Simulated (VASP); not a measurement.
# MnS (I-4m2) in VASP: further runs

The runs below take MnS through single point, with r2SCAN.

Everything below comes from runs of VASP 6.6.1. Logs are shortened: lines on timing, memory, paths and dates and some standing lists are left out, and cuts for length are marked.

**1. The cell of the first run**

The structure is tetragonal, space group I-4m2 (No. 119). Conventional cell: a = 3.960 Å, b = 3.960 Å, c = 6.090 Å, α = 90.00°, β = 90.00°, γ = 90.00°. Within 3.3 Å of Mn (site symmetry -4m2) lie 4 S at 2.50 Å. S (site symmetry -4m2) has 4 Mn at 2.50 Å within 3.3 Å.

**2. Single point, r2SCAN, collinear spin, ferromagnetic start (strain +0.0875 x Voigt [0, 1, 0, 0, 0, 0])**

POSCAR reads:

```
MnS
1.0
    0.0000000000      3.0450000000      2.8000000000
    2.8000000000      0.0000000000      2.8000000000
    2.8000000000      3.0450000000      0.0000000000
Mn S
1 1
Direct
    0.0000000000      0.0000000000      0.0000000000
    0.7500000000      0.7500000000      0.7500000000
```

INCAR.step1 reads:

```
  PREC = Accurate
  ENCUT = 520
  ISMEAR = 0
  SIGMA = 0.05
  LREAL = False
  LASPH = True
  NELM = 150
  ISPIN = 2
  MAGMOM = 4.73 0.12
  LMAXMIX = 4
  NBANDS = 20
  GGA = PE
  ALGO = Normal
  EDIFF = 1E-4
  LWAVE = True
  LCHARG = False
```

INCAR.step2 reads:

```
  PREC = Accurate
  ENCUT = 520
  EDIFF = 1E-6
  ISMEAR = 0
  SIGMA = 0.05
  LREAL = False
  LASPH = True
  NELM = 150
  ALGO = Normal
  ISIF = 2
  LWAVE = False
  LCHARG = False
  ISPIN = 2
  MAGMOM = 4.73 0.12
  LORBIT = 11
  LMAXMIX = 4
  METAGGA = R2SCAN
  LMIXTAU = True
  NBANDS = 20
  ISTART = 1
```

KPOINTS reads:

```
regular mesh
0
Gamma
  10 10 10
```

Potentials or basis: VASP PAW PBE potentials, release 64 (Mn_pv, S).

Launch:

```bash
cat potpaw_PBE.64/Mn_pv/POTCAR potpaw_PBE.64/S/POTCAR > POTCAR
cp INCAR.step1 INCAR
mpirun -np 1 vasp_std > vasp.out
cp INCAR.step2 INCAR
mpirun -np 1 vasp_std > vasp.out
```

OUTCAR:

```text
PREC = Accurate
   ENCUT = 520
   EDIFF = 1E-6
   ISMEAR = 0
   LREAL = False
   LASPH = True
   NELM = 150
   ISIF = 2
   ISPIN = 2
   LORBIT = 11
   METAGGA = R2SCAN
   ISTART = 1

 ion  position               nearest neighbor table
   1  0.000  0.000  0.000-   2 2.50   2 2.50   2 2.50   2 2.50
   2  0.750  0.750  0.750-   1 2.50   1 2.50   1 2.50   1 2.50

  LATTYP: Found a body centered tetragonal cell.
 ALAT       =     3.9597979746
 C/A-ratio  =     1.5379572491

  Lattice vectors:

 A1 = (   0.0000000000,  -3.0450000000,   2.8000000000)
 A2 = (   0.0000000000,  -3.0450000000,  -2.8000000000)
 A3 = (   2.8000000000,   3.0450000000,   0.0000000000)

Analysis of symmetry for initial positions (statically):
=====================================================================
 Subroutine PRICEL returns:
 Original cell was already a primitive cell.

 Routine SETGRP: Setting up the symmetry group for a
 body centered tetragonal supercell.

 Subroutine GETGRP returns: Found  8 space group operations
 (whereof  8 operations were pure point group operations)
 out of a pool of 16 trial point group operations.

The static configuration has the point symmetry D_2d.

Analysis of symmetry for dynamics (positions and initial velocities):
=====================================================================
 Subroutine PRICEL returns:
 Original cell was already a primitive cell.

 Routine SETGRP: Setting up the symmetry group for a
 body centered tetragonal supercell.

 Subroutine GETGRP returns: Found  8 space group operations
 (whereof  8 operations were pure point group operations)
 out of a pool of 16 trial point group operations.

The dynamic configuration has the point symmetry D_2d.

Analysis of structural, dynamic, and magnetic symmetry:
=====================================================================
 Subroutine PRICEL returns:
 Original cell was already a primitive cell.

 Routine SETGRP: Setting up the symmetry group for a
 body centered tetragonal supercell.

 Subroutine GETGRP returns: Found  8 space group operations
 (whereof  8 operations were pure point group operations)
 out of a pool of 16 trial point group operations.

The overall configuration has the point symmetry D_2d.

 Subroutine INISYM returns: Found  8 space group operations
 (whereof  8 operations are pure point group operations),
 and found     1 'primitive' translations

----------------------------------------------------------------------------------------

                                     Primitive cell

  volume of cell :      47.7456

  direct lattice vectors                    reciprocal lattice vectors
     0.000000000  3.045000000  2.800000000    -0.178571429  0.164203612  0.178571429
     2.800000000  0.000000000  2.800000000     0.178571429 -0.164203612  0.178571429
     2.800000000  3.045000000  0.000000000     0.178571429  0.164203612 -0.178571429

  length of vectors
     4.136668345  3.959797975  4.136668345     0.301228047  0.301228047  0.301228047

  position of ions in fractional coordinates (direct lattice)
     0.000000000  0.000000000  0.000000000
     0.750000000  0.750000000  0.750000000

  ion indices of the primitive-cell ions
   primitive index   ion index
                 1           1
                 2           2

----------------------------------------------------------------------------------------

 KPOINTS: regular mesh

Automatic generation of k-mesh.
 Grid dimensions read from file:
 generate k-points for:   10   10   10

 Generating k-lattice:

  Cartesian coordinates                     Fractional coordinates (reciprocal lattice)
    -0.017857143  0.016420361  0.017857143     0.100000000  0.000000000  0.000000000
     0.017857143 -0.016420361  0.017857143     0.000000000  0.100000000  0.000000000
     0.017857143  0.016420361 -0.017857143     0.000000000  0.000000000  0.100000000

  Length of vectors
     0.030122805  0.030122805  0.030122805

  Shift w.r.t. Gamma in fractional coordinates (k-lattice)
     0.000000000  0.000000000  0.000000000

 Subroutine IBZKPT returns following result:
 ===========================================

 Found    102 irreducible k-points:

 Following reciprocal coordinates:
            Coordinates               Weight
  0.000000  0.000000  0.000000      1.000000
  0.100000  0.000000  0.000000      8.000000
  0.200000  0.000000  0.000000      8.000000
  0.300000  0.000000  0.000000      8.000000
  0.400000  0.000000 -0.000000      8.000000
  0.500000  0.000000  0.000000      4.000000
[... 16 lines left out ...]
  0.300000  0.300000  0.000000      4.000000
  0.400000  0.300000  0.000000     16.000000
 [... further k-points ...]
   k-points           NKPTS =    102   k-points in BZ     NKDIM =    102   number of bands    NBANDS=     20
   number of dos      NEDOS =    301   number of ions     NIONS =      2
   total plane-waves  NPLWV =  30720
   dimension x,y,z NGX =    32 NGY =   30 NGZ =   32
   dimension x,y,z NGXF=    64 NGYF=   60 NGZF=   64
   ions per type =               1   1
   NGX,Y,Z   is equivalent  to a cutoff of  12.86, 12.60, 12.86 a.u.
   NGXF,Y,Z  is equivalent  to a cutoff of  25.72, 25.19, 25.72 a.u.
 SYSTEM =  unknown system
   PREC   = accura    normal or accurate (medium, high low for compatibility)
   ISTART =      1    job   : 0-new  1-cont  2-samecut
   ICHARG =      0    charge: 1-file 2-atom 10-const
   ISPIN  =      2    spin polarized calculation?
   LNONCOLLINEAR =      F non collinear calculations
   LSORBIT =      F    spin-orbit coupling
   LASPH  =      T    aspherical Exc in radial PAW
   ENCUT  =  520.0 eV  38.22 Ry    6.18 a.u.   7.69  7.36  7.69*2*pi/ulx,y,z
   NELM   =    150;   NELMIN=  2; NELMDL=  0     # of ELM steps
   EDIFF  = 0.1E-05   stopping-criterion for ELM
   LREAL  =      F    real-space projection
   EDIFFG = 0.1E-04   stopping-criterion for IOM
   NSW    =      0    number of steps for IOM
   IBRION =     -1    ionic relax: 0-MD 1-quasi-New 2-CG
   NFREE  =      0    steps in history (QN), initial steepest desc. (CG)
   ISIF   =      2    stress and relaxation
   ISYM   =      2    0-nonsym 1-usesym 2-fastsym
   POTIM  = 0.5000    time-step for ionic-motion
   TEBEG  =    0.0;   TEEND  =   0.0 temperature during run
   PSTRESS=    0.0 pullay stress
   NELECT =      19.0000    total number of electrons
   NUPDOWN=      -1.0000    fix difference up-down
   EMIN   =  10.00;   EMAX   =-10.00  energy-range for DOS
   EFERMI =   0.00;   METHOD = LEGACY
   ISMEAR =     0;   SIGMA  =   0.05  broadening in eV -4-tet -1-fermi 0-gaus
   EFERMI_NEDOS =   21; number of points for ismear=-14 and -15
   IALGO  =     38    algorithm
   IMIX   =      4    mixing-type and parameters
     AMIX     =   0.40;   BMIX     =  1.00
     AMIX_MAG =   1.60;   BMIX_MAG =  1.00
  volume/ion in A,a.u.               =      23.87       161.10
  Fermi-wavevector in a.u.,A,eV,Ry     =   1.204153  2.275519 19.728228  1.449984
  Thomas-Fermi vector in A             =   2.339886
   LORBIT       =     11    0 simple, 1 ext, 2 COOP (PROOUT), +10 PAW based schemes
   METAGGA = R2SCAN    functional components
   LHFCALC =     F    Hartree Fock is set to
   AEXX    =    0.0000 exact exchange contribution
   IVDW    =     0    specifies the selected vdW correction
   LEPSILON=     F    determine dielectric tensor
   LRPA    =     F    only Hartree local field effects (RPA)
 spin polarized calculation
 Gauss-broadening in eV      SIGMA  =   0.05
  energy-cutoff  :      520.00
  volume of cell :       47.75
 maximum number of plane-waves:      1307
   NGX = 15   NGY = 15   NGZ = 15

 number of electron      19.0000008 magnetization       5.0000004

 Free energy of the ion-electron system (eV)
  ---------------------------------------------------
  ext. energy  EPLUGINS =         0.00000000
  ---------------------------------------------------
  free energy    TOTEN  =       -24.83181142 eV

  energy without entropy =      -24.83181142  energy(sigma->0) =      -24.83181142

 E-fermi :   3.8622     XC(G=0):  -9.4726

 val. band max:        3.4824222660   @ k =   0.0000   0.0000   0.0000
 cond. band min:       4.4236175103   @ k =   0.5000   0.0000   0.5000
 fundamental gap:      0.9411952443
 Fermi energy:         3.8622277783

 spin component 1

 k-point     1 :       0.0000    0.0000    0.0000
  band No.  band energies     occupation
      1     -49.5583      1.00000
      2     -49.5582      1.00000
      3     -49.5207      1.00000
      4     -10.3814      1.00000
      5      -1.4480      1.00000
      6      -1.3312      1.00000
[... 12 lines left out ...]
     19      15.3068      0.00000
     20      15.4951      0.00000
[... 507 lines left out ...]
 k-point    24 :       0.4000    0.3000    0.0000
  band No.  band energies     occupation
      1     -49.5600      1.00000
      2     -49.5592      1.00000
      3     -49.5212      1.00000
      4      -9.7417      1.00000
      5      -1.8998      1.00000
      6      -1.1106      1.00000
[... 12 lines left out ...]
     19      17.6922      0.00000
     20      18.4757      0.00000

 [... further k-points ...]

 spin component 2

 k-point     1 :       0.0000    0.0000    0.0000
  band No.  band energies     occupation
      1     -43.3020      1.00000
      2     -43.3010      1.00000
      3     -43.2714      1.00000
      4     -10.1116      1.00000
      5       0.5103      1.00000
      6       0.7181      1.00000
[... 12 lines left out ...]
     19      16.5980      0.00000
     20      16.9009      0.00000
[... 507 lines left out ...]
 k-point    24 :       0.4000    0.3000    0.0000
  band No.  band energies     occupation
      1     -43.3049      1.00000
      2     -43.3028      1.00000
      3     -43.2723      1.00000
      4      -9.4937      1.00000
      5      -0.8057      1.00000
      6       0.2817      1.00000
[... 12 lines left out ...]
     19      18.6440      0.00000
     20      19.3523      0.00000

 [... further k-points ...]

------------------------ aborting loop because EDIFF is reached ----------------------------------------

  FORCE on cell =-STRESS in cart. coord.  units (eV):
  Direction    XX          YY          ZZ          XY          YZ          ZX
  --------------------------------------------------------------------------------------
  -------------------------------------------------------------------------------------
  Total       -0.8281610     -1.5399340     -0.8281610     -0.0000000     -0.0000000      0.0000000
  in kB      -27.7902208    -51.6748646    -27.7902208     -0.0000000     -0.0000000      0.0000000
  external PRESSURE =     -35.7517688 kB  Pullay stress =       0.0000000 kB

 VOLUME and BASIS-vectors are now :
 -----------------------------------------------------------------------------
  energy-cutoff  :      520.00
  volume of cell :       47.75
      direct lattice vectors                 reciprocal lattice vectors
     0.000000000  3.045000000  2.800000000    -0.178571429  0.164203612  0.178571429
     2.800000000  0.000000000  2.800000000     0.178571429 -0.164203612  0.178571429
     2.800000000  3.045000000  0.000000000     0.178571429  0.164203612 -0.178571429

 POSITION                                       TOTAL-FORCE (eV/Angst)
 -----------------------------------------------------------------------------------
      0.00000      0.00000      0.00000        -0.000000     -0.000000     -0.000000
      4.20000      4.56750      4.20000         0.000000      0.000000      0.000000
 -----------------------------------------------------------------------------------
    total drift:                               -0.000409     -0.000471     -0.000409

  FREE ENERGIE OF THE ION-ELECTRON SYSTEM (eV)
  ---------------------------------------------------
  free  energy   TOTEN  =       -24.8318114178 eV

  energy  without entropy=      -24.8318114178  energy(sigma->0) =      -24.83181142

 total charge

# of ion       s       p       d       tot
------------------------------------------
    1        0.252   6.178   4.856  11.286
    2        1.302   2.460   0.000   3.762
--------------------------------------------------
tot          1.554   8.638   4.856  15.048

 magnetization (x)

# of ion       s       p       d       tot
------------------------------------------
    1        0.048   0.054   4.399   4.501
    2        0.013   0.050   0.000   0.063
--------------------------------------------------
tot          0.061   0.104   4.399   4.564
```

Run time: 3.9 min. Hardware: 1 thread of Intel Xeon 6975P-C (Granite Rapids), shared host; peak memory 0.3 GiB.

What came out:

- Free energy: -24.8318 eV
- Pressure: -3.6 GPa
- Band gap on the k mesh: 0.94 eV (least direct gap 1.13 eV)
- Net moment: 5.00 μB per cell
- Site moments: Mn +4.50; S +0.06 μB
- Valence electrons inside the program's atomic spheres: Mn 11.29; S 3.76

Stress tensor (GPa, compression positive):
```
-2.78  0.00  0.00
 0.00 -5.17  0.00
 0.00  0.00 -2.78
```

Caveat: the cell differs from its parent crystal (strain +0.0875 x Voigt [0, 1, 0, 0, 0, 0]); the cell stands under tension; the PAW data sets were made with another functional, which shifts forces and pressure a little; a cell with one magnetic atom can't hold antiferromagnetic order, which such compounds often take. A k mesh can miss the band edges.

**3. Single point, r2SCAN, collinear spin, ferromagnetic start (strain +0.1000 x Voigt [0, 1, 0, 0, 0, 0])**

POSCAR reads:

```
MnS
1.0
    0.0000000000      3.0800000000      2.8000000000
    2.8000000000      0.0000000000      2.8000000000
    2.8000000000      3.0800000000      0.0000000000
Mn S
1 1
Direct
    0.0000000000      0.0000000000      0.0000000000
    0.7500000000      0.7500000000      0.7500000000
```

INCAR.step1 reads:

```
SYSTEM = MnS
  PREC = Accurate
  ENCUT = 520
  ISMEAR = 0
  SIGMA = 0.05
  LREAL = .False.
  LASPH = .True.
  NELM = 150
  ISPIN = 2
  MAGMOM = 4.73 0.12
  LMAXMIX = 4
  NBANDS = 20
  GGA = PE
  ALGO = Normal
  EDIFF = 1E-4
  LWAVE = .True.
  LCHARG = .False.
```

INCAR.step2 reads:

```
SYSTEM = MnS
  PREC = Accurate
  ENCUT = 520
  EDIFF = 1E-7
  ISMEAR = 0
  SIGMA = 0.05
  LREAL = .False.
  LASPH = .True.
  NELM = 150
  ALGO = Normal
  ISIF = 2
  LWAVE = .False.
  LCHARG = .False.
  ISPIN = 2
  MAGMOM = 4.73 0.12
  LORBIT = 11
  LMAXMIX = 4
  METAGGA = R2SCAN
  LMIXTAU = .True.
  NBANDS = 20
  ISTART = 1
```

KPOINTS reads:

```
Automatic mesh
0
Gamma
  10 10 10
  0 0 0
```

Potentials or basis: VASP PAW PBE potentials, release 64 (Mn_pv, S).

Launch:

```bash
cat potpaw_PBE.64/Mn_pv/POTCAR potpaw_PBE.64/S/POTCAR > POTCAR
cp INCAR.step1 INCAR
mpirun -np 1 vasp_std > vasp.out
cp INCAR.step2 INCAR
mpirun -np 1 vasp_std > vasp.out
```

It took 4.6 min on 1 thread of Intel Xeon 6975P-C (Granite Rapids), shared host; peak memory 0.31 GiB.

Results (log left out):

```
Free energy                                           : -24.8124 eV
Pressure                                              : -4.2 GPa
Band gap on the k mesh                                : 0.99 eV (least direct gap 1.11 eV)
Net moment                                            : 5.00 μB per cell
Site moments                                          : Mn +4.51; S +0.06 μB
Valence electrons inside the program's atomic spheres : Mn 11.28; S 3.76
```

Stress tensor (GPa, compression positive):
```
-3.24  0.00  0.00
 0.00 -6.12  0.00
 0.00  0.00 -3.24
```

Levels at points of the mesh, in eV from the valence-band top:
Spin up:
```tsv
k point	band 10	band 11	band 12	band 13	band 14	band 15
(0.00, 0.00, 0.00)	-0.29	0.00	0.00	1.11	6.31	6.33
(0.50, 0.00, 0.00)	-3.25	-1.09	-0.81	3.02	6.38	7.04
(0.50, 0.50, 0.00)	-2.83	-2.49	-2.14	2.91	4.25	9.43
(0.50, 0.00, 0.50)	-3.12	-2.12	-2.12	3.33	5.03	8.35
```
Spin down:
| k point | band 4 | band 5 | band 6 | band 7 | band 8 | band 9 | band 10 | band 11 |
| --- | --- | --- | --- | --- | --- | --- | --- | --- |
| (0.00, 0.00, 0.00) | -13.51 | -2.93 | -2.69 | -2.69 | 1.85 | 2.19 | 2.48 | 3.73 |
| (0.50, 0.00, 0.00) | -12.96 | -4.66 | -2.98 | -2.54 | 2.01 | 2.16 | 2.28 | 2.96 |
| (0.50, 0.50, 0.00) | -12.74 | -4.43 | -3.15 | -3.06 | 1.15 | 1.93 | 2.51 | 2.55 |
| (0.50, 0.00, 0.50) | -12.87 | -4.77 | -2.69 | -2.69 | 0.99 | 1.92 | 2.42 | 2.42 |

Caveat: the cell differs from its parent crystal (strain +0.1000 x Voigt [0, 1, 0, 0, 0, 0]); the cell stands under tension; the PAW data sets were made with another functional, which shifts forces and pressure a little; a cell with one magnetic atom can't hold antiferromagnetic order, which such compounds often take.
